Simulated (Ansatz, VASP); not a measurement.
# One calculation of WS2, two programs

File INCAR:

```
ALGO = Normal ; EDIFF = 1E-6
ENCUT = 520 ; GGA = PS
GGA_COMPAT = F ; ISIF = 2
ISMEAR = -5 ; LASPH = T
LCHARG = F ; LMAXMIX = 4
LORBIT = 11 ; LORBMOM = T
LREAL = F ; LSORBIT = T
LWAVE = F ; MAGMOM = 0 0 0 0 0 0 0 0 0
NBANDS = 39 ; NELM = 150
PREC = Accurate ; SIGMA = 0.05
```

File KPOINTS:

```
k-points
0
Gamma
  7 7 7
```

File POSCAR:

```
WS2
1.0
    1.6099686466      0.9295158316      6.2842136955
   -1.6099686466      0.9295158316      6.2842136955
    0.0000000000     -1.8590316630      6.2842136955
W S
1 2
Direct
    0.0000000000      0.0000000000      0.0000000000
    0.5810000000      0.5810000000      0.5810000000
    0.7503000000      0.7503000000      0.7503000000
```

File input.yaml:

```yaml
crystal:
  lattice:
    - [1.6099686466, 0.9295158316, 6.2842136955]
    - [-1.6099686466, 0.9295158316, 6.2842136955]
    - [0.0, -1.859031663, 6.2842136955]
  atoms:
    - { symbol: W, position: [0.0, 0.0, 0.0] }
    - { symbol: S, position: [0.581, 0.581, 0.581] }
    - { symbol: S, position: [0.7503, 0.7503, 0.7503] }
hamiltonian:
  xc: pbesol
  pseudopotentials: { kind: paw_fr }
magnetization:
  noncollinear: true
  spin_orbit: true
kpoints:
  mp_grid: { grid: [7, 7, 7] }
scf:
  occupations: { method: tetrahedron }
output:
  forces: true
  stress: true
```

Alike in both runs: task single point; functional PBEsol; k mesh 7 × 7 × 7; occupations tetrahedron; non-collinear spin, spin-orbit coupling.

```csv
,VASP,Ansatz
version,VASP 6.6.1,Ansatz 0.2.0
potentials or method,"VASP PAW PBE potentials, release 64 (W_sv, S)",Ansatz PAW
plane-wave cutoff (eV),520,420
valence electrons in the cell,26,26
```

|  | VASP | Ansatz | Ansatz less VASP |
| --- | --- | --- | --- |
| pressure (GPa) | -8.8 | -9.2 | -0.37 |
| traceless stress, the component that is largest in VASP (GPa) | 0.09 | 0.13 | +0.036 |
| rms of the force components (eV/Å) | 0.506 | 0.525 | +0.0190 |
| net moment per atom (μB) | 0.00 | 0.00 | 0.000 |

VASP's potentials were made for PBE, not for PBEsol. Atom by atom the forces differ by 0.021 eV/Å (rms over components).

Noted on Ansatz's run: odd divisions of the mesh miss points on the zone boundary, where band edges often lie, so the gap on the mesh can be too wide.
